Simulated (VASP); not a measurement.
Si8CO17, 26 atoms in the cell. The cell holds a slab with vacuum, 26 atoms: a = 7.120 Å, b = 7.120 Å, c = 20.230 Å, α = 90.00°, β = 90.00°, γ = 90.00°. 

- Program: VASP 6.6.1
- Task: single point
- Functional: PBE
- Potentials or basis: VASP PAW PBE potentials, release 64 (Si, O, C)
- Cutoff: 520 eV
- k mesh: 1 × 1 × 1
- Occupations: fermi-dirac, width 0.05 eV
- Spin: no spin polarisation
- Dipole correction: no
- Further INCAR settings: ALGO = Normal; EDIFF = 1e-06; NBANDS = 88; NELMDL = -8

Potentials or basis: VASP PAW PBE potentials, release 64 (Si, O, C).

Launch:

```bash
$ cat potpaw_PBE.64/Si/POTCAR potpaw_PBE.64/O/POTCAR potpaw_PBE.64/C/POTCAR > POTCAR
$ mpirun -np 1 vasp_gam > vasp.out
```

Hardware: 1 thread of AMD EPYC 7R43 64-Core Processor (Zen 3), with other jobs on the host.

Question: How long does it take, and how much memory?

Answer: It took 6.4 min on 1 thread of AMD EPYC 7R43 64-Core Processor (Zen 3) (shared host), peak memory 0.8 GiB. Counts: scf iterations 30, k points 1.
